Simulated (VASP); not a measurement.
# C (P-1) in VASP: notebook

C is run at these levels: PBE+D3(BJ); tasks: single point.

Program: VASP 6.6.1. These are calculated values, not measurements. Logs are shortened: lines on timing, memory, paths and dates and some standing lists are left out, and cuts for length are marked.

## Step 1: The cell of the first run

The typed cell holds 10 atoms: a = 3.650 Å, b = 2.465 Å, c = 12.044 Å, α = 105.84°, β = 72.84°, γ = 90.00°.

## Step 2: Single point, PBE+D3(BJ) (the part above a cut slid along it)

The input, INCAR:

```
PREC = Accurate ; ENCUT = 520
EDIFF = 1E-6 ; ISMEAR = 0
SIGMA = 0.05 ; LREAL = F
LASPH = T ; NELM = 60
ALGO = Normal ; ISIF = 2
LWAVE = F ; LCHARG = F
GGA = PE ; IVDW = 12
NBANDS = 31
```

The input, KPOINTS:

```
Automatic mesh
0
Gamma
  7 11 3
```

The input, POSCAR:

```
C
1.0
    0.0000000000      1.4231666446     -3.3613878322
   -2.4649969361      0.0000000000      0.0000000000
    3.2866625815     11.5415932491      1.0280895517
C
10
Direct
   -0.0635628984      0.6297935593      0.7723451695
    0.7183771566      0.6791837027      0.0593877770
    0.7728921428      0.4168361668      0.2376271251
   -0.1725928709      1.1544886310      0.4158664732
   -0.1180778846      0.8921410951      0.5941058214
    0.7361378297      0.2584687614      0.1188515711
   -0.2093471841      0.9961212256      0.2970909192
   -0.1548321978      0.7337736897      0.4753302673
   -0.1003172115      1.4714261539      0.6535696154
   -0.0458022253      1.2090786180      0.8318089635
```

Potentials or basis: VASP PAW PBE potentials, release 64 (C).

Run with:

```
cat potpaw_PBE.64/C/POTCAR > POTCAR
mpirun -np 1 vasp_std > vasp.out
```

OUTCAR:

```text
PREC = Accurate
   ENCUT = 520
   EDIFF = 1E-6
   ISMEAR = 0
   LREAL = F
   LASPH = T
   NELM = 60
   ISIF = 2
   GGA = PE
   IVDW = 12
 IVDW          = 12

 ion  position               nearest neighbor table
   1  0.936  0.630  0.772-  10 1.42  10 1.42   9 1.42
   2  0.718  0.679  0.059-   6 1.42   6 1.42
   3  0.773  0.417  0.238-   7 1.42   7 1.42   6 1.42
   4  0.827  0.154  0.416-   8 1.42   8 1.42   7 1.42
   5  0.882  0.892  0.594-   9 1.42   9 1.42   8 1.42
   6  0.736  0.258  0.119-   2 1.42   3 1.42   2 1.42
   7  0.791  0.996  0.297-   3 1.42   3 1.42   4 1.42
   8  0.845  0.734  0.475-   4 1.42   4 1.42   5 1.42
   9  0.900  0.471  0.654-   5 1.42   5 1.42   1 1.42
  10  0.954  0.209  0.832-   1 1.42   1 1.42

  LATTYP: Found a triclinic cell.
 ALAT       =     4.4046045625
 B/A-ratio  =     0.8287352075
 C/A-ratio  =     2.5110250682
 COS(alpha) =     0.0087815388
 COS(beta)  =     0.0488539449
 COS(gamma) =     0.8287352075

  Lattice vectors:

 A1 = (  -2.4649969361,   1.4231666446,  -3.3613878322)
 A2 = (   0.0000000000,   1.4231666446,  -3.3613878322)
 A3 = (  -0.8216656454, -10.1184266045,  -4.3894773839)

Analysis of symmetry for initial positions (statically):
=====================================================================
 Subroutine PRICEL returns:
 Original cell was already a primitive cell.

 Routine SETGRP: Setting up the symmetry group for a
 triclinic supercell.

 Subroutine GETGRP returns: Found  2 space group operations
 (whereof  1 operations were pure point group operations)
 out of a pool of  2 trial point group operations.

The static configuration has the point symmetry C_1 .
 The point group associated with its full space group is S_2 .

Analysis of symmetry for dynamics (positions and initial velocities):
=====================================================================
 Subroutine PRICEL returns:
 Original cell was already a primitive cell.

 Routine SETGRP: Setting up the symmetry group for a
 triclinic supercell.

 Subroutine GETGRP returns: Found  2 space group operations
 (whereof  1 operations were pure point group operations)
 out of a pool of  2 trial point group operations.

The dynamic configuration has the point symmetry C_1 .
 The point group associated with its full space group is S_2 .

 Subroutine INISYM returns: Found  2 space group operations
 (whereof  1 operations are pure point group operations),
 and found     1 'primitive' translations

----------------------------------------------------------------------------------------

                                     Primitive cell

  volume of cell :      99.2381

  direct lattice vectors                    reciprocal lattice vectors
     0.000000000  1.423166645 -3.361387832     0.000000000  0.025536942 -0.286684169
    -2.464996936  0.000000000  0.000000000    -0.405680017  0.111325667  0.047133798
     3.286662581 11.541593249  1.028089552     0.000000000  0.083494250  0.035350349

  length of vectors
     3.650250876  2.464996936 12.044396779     0.287819297  0.423309905  0.090669383

  position of ions in fractional coordinates (direct lattice)
     0.936437102  0.629793559  0.772345169
     0.718377157  0.679183703  0.059387777
     0.772892143  0.416836167  0.237627125
     0.827407129  0.154488631  0.415866473
     0.881922115  0.892141095  0.594105821
     0.736137830  0.258468761  0.118851571
     0.790652816  0.996121226  0.297090919
     0.845167802  0.733773690  0.475330267
     0.899682789  0.471426154  0.653569615
     0.954197775  0.209078618  0.831808964

  ion indices of the primitive-cell ions
   primitive index   ion index
                 1           1
                 2           2
                 3           3
                 4           4
                 5           5
                 6           6
                 7           7
                 8           8
                 9           9
                10          10

----------------------------------------------------------------------------------------

 KPOINTS: Automatic mesh

Automatic generation of k-mesh.
 Grid dimensions read from file:
 generate k-points for:    7   11    3

 Generating k-lattice:

  Cartesian coordinates                     Fractional coordinates (reciprocal lattice)
     0.000000000  0.003648135 -0.040954881     0.142857143  0.000000000  0.000000000
    -0.036880002  0.010120515  0.004284891    -0.000000000  0.090909091 -0.000000000
     0.000000000  0.027831417  0.011783450     0.000000000  0.000000000  0.333333333

  Length of vectors
     0.041117042  0.038482719  0.030223128

  Shift w.r.t. Gamma in fractional coordinates (k-lattice)
     0.000000000  0.000000000  0.000000000

 Subroutine IBZKPT returns following result:
 ===========================================

 Found    116 irreducible k-points:

 Following reciprocal coordinates:
            Coordinates               Weight
  0.000000  0.000000  0.000000      1.000000
  0.142857  0.000000  0.000000      2.000000
  0.285714  0.000000  0.000000      2.000000
  0.428571  0.000000  0.000000      2.000000
  0.000000  0.090909  0.000000      2.000000
  0.142857  0.090909  0.000000      2.000000
[... 16 lines left out ...]
 -0.428571  0.272727  0.000000      2.000000
 -0.285714  0.272727  0.000000      2.000000
 [... further k-points ...]
   k-points           NKPTS =    116   k-points in BZ     NKDIM =    116   number of bands    NBANDS=     31
   number of dos      NEDOS =    301   number of ions     NIONS =     10
   total plane-waves  NPLWV =  45360
   dimension x,y,z NGX =    28 NGY =   18 NGZ =   90
   dimension x,y,z NGXF=    56 NGYF=   36 NGZF=  180
   ions per type =              10
   NGX,Y,Z   is equivalent  to a cutoff of  12.75, 12.14, 12.42 a.u.
   NGXF,Y,Z  is equivalent  to a cutoff of  25.50, 24.28, 24.84 a.u.
 SYSTEM =  unknown system
   PREC   = accura    normal or accurate (medium, high low for compatibility)
   ISTART =      0    job   : 0-new  1-cont  2-samecut
   ICHARG =      2    charge: 1-file 2-atom 10-const
   ISPIN  =      1    spin polarized calculation?
   LNONCOLLINEAR =      F non collinear calculations
   LSORBIT =      F    spin-orbit coupling
   LASPH  =      T    aspherical Exc in radial PAW
   ENCUT  =  520.0 eV  38.22 Ry    6.18 a.u.   6.79  4.58 22.39*2*pi/ulx,y,z
   NELM   =     60;   NELMIN=  2; NELMDL= -5     # of ELM steps
   EDIFF  = 0.1E-05   stopping-criterion for ELM
   LREAL  =      F    real-space projection
   EDIFFG = 0.1E-04   stopping-criterion for IOM
   NSW    =      0    number of steps for IOM
   IBRION =     -1    ionic relax: 0-MD 1-quasi-New 2-CG
   NFREE  =      0    steps in history (QN), initial steepest desc. (CG)
   ISIF   =      2    stress and relaxation
   ISYM   =      2    0-nonsym 1-usesym 2-fastsym
   POTIM  = 0.5000    time-step for ionic-motion
   TEBEG  =    0.0;   TEEND  =   0.0 temperature during run
   PSTRESS=    0.0 pullay stress
   NELECT =      40.0000    total number of electrons
   NUPDOWN=      -1.0000    fix difference up-down
   EMIN   =  10.00;   EMAX   =-10.00  energy-range for DOS
   EFERMI =   0.00;   METHOD = LEGACY
   ISMEAR =     0;   SIGMA  =   0.05  broadening in eV -4-tet -1-fermi 0-gaus
   EFERMI_NEDOS =   21; number of points for ismear=-14 and -15
   IALGO  =     38    algorithm
   IMIX   =      4    mixing-type and parameters
     AMIX     =   0.40;   BMIX     =  1.00
     AMIX_MAG =   1.60;   BMIX_MAG =  1.00
  volume/ion in A,a.u.               =       9.92        66.97
  Fermi-wavevector in a.u.,A,eV,Ry     =   1.209304  2.285252 19.897367  1.462415
  Thomas-Fermi vector in A             =   2.344885
   LORBIT       =      0    0 simple, 1 ext, 2 COOP (PROOUT), +10 PAW based schemes
   GGA     = PE    functional components
   LHFCALC =     F    Hartree Fock is set to
   AEXX    =    0.0000 exact exchange contribution
   IVDW    =    12    specifies the selected vdW correction
   LEPSILON=     F    determine dielectric tensor
   LRPA    =     F    only Hartree local field effects (RPA)
 non-spin polarized calculation
 Gauss-broadening in eV      SIGMA  =   0.05
  energy-cutoff  :      520.00
  volume of cell :       99.24
 maximum number of plane-waves:      2697
   NGX = 13   NGY =  9   NGZ = 45

 number of electron      40.0000000 magnetization

 Free energy of the ion-electron system (eV)
  ---------------------------------------------------
  ext. energy  EPLUGINS =         0.00000000
  ---------------------------------------------------
  free energy    TOTEN  =       -87.12964091 eV

  energy without entropy =      -87.12835510  energy(sigma->0) =      -87.12899801

 E-fermi :   3.3453     XC(G=0):  -9.7656

 val. band max:        3.3423400716   @ k =   0.0000  -0.4545   0.3333
 cond. band min:       3.3502517571   @ k =   0.4286   0.3636   0.0000
 fundamental gap:      0.0079116855
 Fermi energy:         3.3452668452

 k-point     1 :       0.0000    0.0000    0.0000
  band No.  band energies     occupation
      1     -16.0009      2.00000
      2     -15.3057      2.00000
      3     -14.2651      2.00000
      4     -12.6921      2.00000
      5     -11.3109      2.00000
      6      -8.2734      2.00000
[... 23 lines left out ...]
     30      11.6900      0.00000
     31      12.3850      0.00000

 k-point     2 :       0.1429    0.0000    0.0000
  band No.  band energies     occupation
      1     -15.9534      2.00000
      2     -15.2684      2.00000
      3     -14.2392      2.00000
      4     -12.6846      2.00000
      5     -11.3160      2.00000
      6      -8.2897      2.00000
[... 740 lines left out ...]
 k-point    24 :      -0.2857    0.2727    0.0000
  band No.  band energies     occupation
      1     -14.5288      2.00000
      2     -13.9161      2.00000
      3     -12.8488      2.00000
      4     -11.5691      2.00000
      5     -10.0335      2.00000
      6      -7.9508      2.00000
[... 23 lines left out ...]
     30      12.4687      0.00000
     31      13.1737      0.00000

 [... further k-points ...]

------------------------ aborting loop because EDIFF is reached ----------------------------------------

 Edisp (eV)   -1.46226

 E8    (eV) :    -0.4148

  FORCE on cell =-STRESS in cart. coord.  units (eV):
  Direction    XX          YY          ZZ          XY          YZ          ZX
  --------------------------------------------------------------------------------------
  -------------------------------------------------------------------------------------
  Total      -1.91052    -5.40803    -1.45794     1.96558    -2.30127     0.79756
  in kB     -30.84499   -87.31147   -23.53805    31.73389   -37.15357    12.87639
  external pressure =      -47.23 kB  Pullay stress =        0.00 kB

 VOLUME and BASIS-vectors are now :
 -----------------------------------------------------------------------------
  energy-cutoff  :      520.00
  volume of cell :       99.24
      direct lattice vectors                 reciprocal lattice vectors
     0.000000000  1.423166645 -3.361387832     0.000000000  0.025536942 -0.286684169
    -2.464996936  0.000000000  0.000000000    -0.405680017  0.111325667  0.047133798
     3.286662581 11.541593249  1.028089552     0.000000000  0.083494250  0.035350349

 POSITION                                       TOTAL-FORCE (eV/Angst)
 -----------------------------------------------------------------------------------
      0.98600     10.24680     -2.35369         0.123050      2.681997      0.384723
     -1.47900      1.70780     -2.35369         0.796227     -0.268271     -1.210461
     -0.24650      3.84255     -2.35369         0.088786      0.800478      0.325424
      0.98600      5.97730     -2.35369         0.010051      0.266598     -0.025293
     -0.24650      8.11205     -2.35369         0.010840      0.339539      0.003445
     -0.24650      2.41938     -2.35225        -0.123050     -2.681997     -0.384723
     -1.47900      4.55413     -2.35225        -0.010840     -0.339539     -0.003445
     -0.24650      6.68888     -2.35225        -0.010051     -0.266598      0.025293
      0.98600      8.82363     -2.35225        -0.088786     -0.800478     -0.325424
      2.21850     10.95838     -2.35225        -0.796227      0.268271      1.210461
 -----------------------------------------------------------------------------------
    total drift:                                0.000001      0.000014     -0.000002

  FREE ENERGIE OF THE ION-ELECTRON SYSTEM (eV)
  ---------------------------------------------------
  free  energy   TOTEN  =       -88.5919033622 eV

  energy  without entropy=      -88.5906175498  energy(sigma->0) =      -88.59126046
```

Wall time 3.3 min (1 thread of AMD EPYC 9R45 (Zen 5), shared host); peak memory 0.33 GiB.

Results:

```yaml
Free_energy: -88.5919 eV
Pressure: -4.7 GPa
Largest_force: 2.712 eV/Å
Band_gap_on_the_k_mesh: zero (bands 20 and 21 overlap by 0.01 eV)
Dispersion_energy_per_atom: -0.146 eV
```

Forces on the atoms (eV/Å):
```
C    0.123  2.682  0.385
C    0.796 -0.268 -1.210
C    0.089  0.800  0.325
C    0.010  0.267 -0.025
C    0.011  0.340  0.003
C   -0.123 -2.682 -0.385
C   -0.011 -0.340 -0.003
C   -0.010 -0.267  0.025
C   -0.089 -0.800 -0.325
C   -0.796  0.268  1.210
```

Stress tensor (GPa, compression positive):
```
-3.08  3.17  1.29
 3.17 -8.73 -3.72
 1.29 -3.72 -2.35
```

Caveat: the cell differs from its parent crystal (the part above a cut slid along it); the stress differs along the axes, from -9 to -2 GPa; forces of over 1 eV/Å act on the atoms, so gaps and moduli don't describe the material at rest.

## Step 3: Single point, PBE+D3(BJ) (the part above a cut slid along it)

The input, INCAR:

```
SYSTEM = C
PREC = Accurate
ENCUT = 520
EDIFF = 1E-6
ISMEAR = 0
SIGMA = 0.05
LREAL = .FALSE.
LASPH = .TRUE.
NELM = 80
ALGO = Normal
ISIF = 2
LWAVE = .FALSE.
LCHARG = .FALSE.
GGA = PE
IVDW = 12
NBANDS = 31
```

The input, KPOINTS:

```
regular mesh
0
G
  7 11 3
  0 0 0
```

The input, POSCAR:

```
C
1.0
    0.0000000000      1.4231666446     -3.3613878322
   -2.4649969361      0.0000000000      0.0000000000
    3.4920789928     11.6601904695      0.7479738990
C
10
Direct
   -0.1279249958      0.6941556567      0.7723451695
    0.7134281752      0.6841326841      0.0593877770
    0.7530898824      0.4366384273      0.2376271251
   -0.2072484103      1.1891441704      0.4158664732
   -0.1675867031      0.9416499136      0.5941058214
    0.7262335321      0.2683730590      0.1188515711
   -0.2341047607      1.0208788022      0.2970909192
   -0.1944430534      0.7733845453      0.4753302673
   -0.1547813461      1.5258902885      0.6535696154
   -0.1151196389      1.2783960317      0.8318089635
```

Potentials or basis: VASP PAW PBE potentials, release 64 (C).

Run with:

```
cat potpaw_PBE.64/C/POTCAR > POTCAR
mpirun -np 1 vasp_std > vasp.out
```

Run time: 3.1 min. Hardware: 1 thread of AMD EPYC 9R45 (Zen 5), shared host; peak memory 0.33 GiB.

The run converged. Its results:

```yaml
Free_energy: -88.7479 eV
Pressure: -5.5 GPa
Largest_force: 2.985 eV/Å
Band_gap_on_the_k_mesh: zero (bands 20 and 21 overlap by 0.12 eV)
Dispersion_energy_per_atom: -0.146 eV
```

Forces on the atoms (eV/Å):
```
C    0.070  2.960  0.383
C    0.451 -0.537 -0.878
C    0.054  0.860  0.243
C    0.011  0.313 -0.011
C    0.011  0.418  0.003
C   -0.070 -2.960 -0.383
C   -0.011 -0.418 -0.003
C   -0.011 -0.313  0.011
C   -0.054 -0.860 -0.243
C   -0.451  0.537  0.878
```

Stress tensor (GPa, compression positive):
```
 -3.02   1.84   0.53
  1.84 -11.97  -3.29
  0.53  -3.29  -1.58
```

Levels at points of the mesh, in eV from the Fermi level:
```tsv
k point	band 18	band 19	band 20	band 21	band 22	band 23
(0.00, 0.00, 0.00)	-3.21	-3.05	-1.78	1.07	2.29	4.19
```

Caveat: the cell differs from its parent crystal (the part above a cut slid along it); the stress differs along the axes, from -12 to -2 GPa; forces of over 1 eV/Å act on the atoms, so gaps and moduli don't describe the material at rest.

The gap in the log of VASP goes by the Fermi energy; the results here count the filled bands.